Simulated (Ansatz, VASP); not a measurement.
**One calculation of LaNb, two programs**

```
CELL_PARAMETERS angstrom
0.00000 3.79622 0.00000
3.79622 0.00000 0.00000
1.89811 1.89811 -6.42290
ATOMIC_POSITIONS crystal
La 0.41600 0.41600 0.16800
La 0.16600 0.66600 0.66800
Nb 0.00000 0.00000 0.00000
Nb 0.75000 0.25000 0.50000
```

Alike in both runs: task single point; functional r2SCAN; k mesh 5 × 5 × 5; no spin polarisation; Hubbard terms Nb d U = 6.0 eV.

```csv
,VASP,Ansatz
version,VASP 6.6.1,Ansatz 0.2.0
potentials or method,"VASP PAW PBE potentials, release 64 (La, Nb_sv), cutoff 520 eV",PAW plane waves
occupations,"fermi-dirac, width 0.1 eV",fermi-dirac
valence electrons in the cell,48,48
```

```csv
,VASP,Ansatz,Ansatz less VASP
gap on the k mesh at the Fermi level (eV),none,none,-
pressure (GPa),15.1,20.4,+5.33
"traceless stress, the component that is largest in VASP (GPa)",-8.64,-6.49,+2.154
rms of the force components (eV/Å),0.013,0.145,+0.1317
```

VASP's potentials were made for PBE, not for r2SCAN. The programs project onto different local orbitals, so the same U acts differently, and such runs can settle in different states. Atom by atom the forces differ by 0.132 eV/Å (rms over components). A gap of «none» marks a metal or a gap that the smearing closes. Ansatz's warnings: filled band counts differ across k points, structure snapped to symmetry.

Neither program's run includes spin-orbit coupling.
